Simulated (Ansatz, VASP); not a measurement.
**One calculation of F, two programs**

File INCAR:

```
PREC     = Accurate       # precision mode
ENCUT    = 520            # plane-wave cutoff, eV
EDIFF    = 1E-6           # SCF threshold, eV
ISMEAR   = -1             # smearing method
SIGMA    = 0.01           # smearing width, eV
LREAL    = False          # projectors in reciprocal space
LASPH    = True           # aspherical terms in the spheres
NELM     = 80             # most SCF steps
ALGO     = Normal         # electronic algorithm
ISIF     = 2              # what is computed and relaxed
LWAVE    = False          # write WAVECAR
LCHARG   = False          # write CHGCAR
GGA      = PS             # functional
NBANDS   = 14             # bands
```

File KPOINTS:

```
regular mesh
0
Gamma
  1 1 1
```

The input POSCAR:

```
F
1.0
    9.0000000000      0.0000000000      0.0000000000
    0.0000000000      9.2000000000      0.0000000000
    0.0000000000      0.0000000000     10.4000000000
F
2
Direct
    0.5000000000      0.5000000000      0.4327798393
    0.5000000000      0.5000000000      0.5672201607
```

Input for Ansatz:

```yaml
crystal:
  lattice:
    - [9.0, 0.0, 0.0]
    - [0.0, 9.2, 0.0]
    - [0.0, 0.0, 10.4]
  atoms:
    - { symbol: F, position: [0.5, 0.5, 0.4327798393] }
    - { symbol: F, position: [0.5, 0.5, 0.5672201607] }
kpoints:
  mp_grid: { grid: [1, 1, 1] }
scf:
  occupations: { method: fermi_dirac, width: 0.01 }
hamiltonian:
  xc: pbesol
  pseudopotentials: { kind: paw }
output:
  forces: true
  stress: true
  eigenvalues: true
  write_density: true
  write_potential: true
  elf: true
  volumetric_format: npy
```

Alike in both runs: task single point; functional PBEsol; k mesh 1 × 1 × 1; occupations fermi-dirac, width 0.01 eV; no spin polarisation.

```csv
,VASP,Ansatz
version,VASP 6.6.1,Ansatz 0.2.0
potentials or method,"VASP PAW PBE potentials, release 64 (F)","PAW with Ansatz's default frozen-core files, scalar-relativistic"
plane-wave cutoff (eV),520,420
valence electrons in the cell,14,14
```

```tsv
	VASP	Ansatz	Ansatz less VASP
gap on the k mesh at the Fermi level (eV)	3.66	3.73	+0.074
rms of the force components (eV/Å)	0.251	0.000	-0.2512
```

VASP's potentials were made for PBE, not for PBEsol. Atom by atom the forces differ by 0.251 eV/Å (rms over components). One of these differences is far larger than is usual between the two programs; its cause wasn't traced. Ansatz's warnings: xc potential rough in thin density.
